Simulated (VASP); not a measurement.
Crystal: CoO.

```
CELL_PARAMETERS angstrom
0.00000 4.26300 4.26300
2.13150 0.00000 2.13150
2.13150 2.13150 0.00000
ATOMIC_POSITIONS crystal
Co 0.00000 0.00000 0.00000
Co 0.50000 0.00000 0.00000
O 0.25000 0.50000 0.50000
O 0.75000 0.50000 0.50000
```

Base run:

* Program: VASP 6.6.1
* Functional: r2SCAN
* Potentials or basis: VASP PAW PBE potentials, release 64 (Co, O)
* Cutoff: 520 eV
* k mesh: 5 × 10 × 10
* Occupations: fermi-dirac, width 0.05 eV
* Spin: collinear spin, antiferromagnetic start
* Starting moments: [3.0, -3.0, 0.0, 0.0] μB

Its results: band gap on the k mesh 0.92 eV; pressure -4.6 GPa; net moment 0.00 μB per cell; site moments Co +2.59, -2.59; O +0.00 μB.

Question: The run is repeated on the same cell with these changes: spin from collinear spin, antiferromagnetic start to collinear spin, ferromagnetic start; moments at the start from [3.0, -3.0, 0.0, 0.0] to [3.0, 3.0, 0.0, 0.0]. What comes out?

Answer: Band gap on the k mesh zero (filled and empty bands overlap); pressure -7.4 GPa; net moment 6.00 μB per cell; site moments Co +2.69; O +0.29 μB.

Caveats: the PAW data sets were made with another functional, which shifts forces and pressure a little; semilocal functionals often make such compounds metallic where correlation or magnetic order opens a gap, which also shifts bond lengths (some runs).

A k mesh can miss the band edges.
